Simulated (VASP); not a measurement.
Input of a VASP 6.6.1 run:

File INCAR:

```
  ALGO = Normal
  EDIFF = 1E-8
  ENCUT = 520
  GGA = PE
  IBRION = 8
  ISIF = 2
  ISMEAR = 0
  LASPH = True
  LCHARG = True
  LEPSILON = True
  LREAL = False
  LWAVE = False
  NELM = 100
  NSW = 1
  PREC = Accurate
  SIGMA = 0.01
```

KPOINTS

```
k-points
0
Gamma
  6 6 6
```

Contents of POSCAR:

```
KH5
1.0
    0.0000000000      5.5362204260      2.8035139276
    2.7716615313      0.0000000000      2.8035139276
    2.7716615313      5.5362204260      0.0000000000
K H
1 5
Direct
    0.5026982441      0.5026982441      0.4973017559
    0.9830277500      0.4251824401      0.5748175599
    0.0201894920      0.5654755297      0.4345244703
    0.5654755297      0.0201894920      0.9798105080
    0.4251824401      0.9830277500      0.0169722500
    0.0017299754      0.0017299754      0.9982700246
```

Potentials or basis: VASP PAW PBE potentials, release 64 (K_sv, H).

The run is started by

```bash
$ cat potpaw_PBE.64/K_sv/POTCAR potpaw_PBE.64/H/POTCAR > POTCAR
$ mpirun -np 1 vasp_std > vasp.out
```

Task: Predict the electronic dielectric tensor (diagonal).

Result: 2.18, 2.60, 2.37.

Task: Estimate the Born charges (mean of the diagonal).

Result: K +1.00; H +0.01, -0.01, -1.01 (each value once) e.

Task: Predict the highest phonon frequency at Γ.

Result: 4180 cm⁻¹.

Electronic dielectric tensor:
```
2.18 0.00 0.00
0.00 2.60 0.00
0.00 0.00 2.37
```

Caveat: some modes are imaginary.
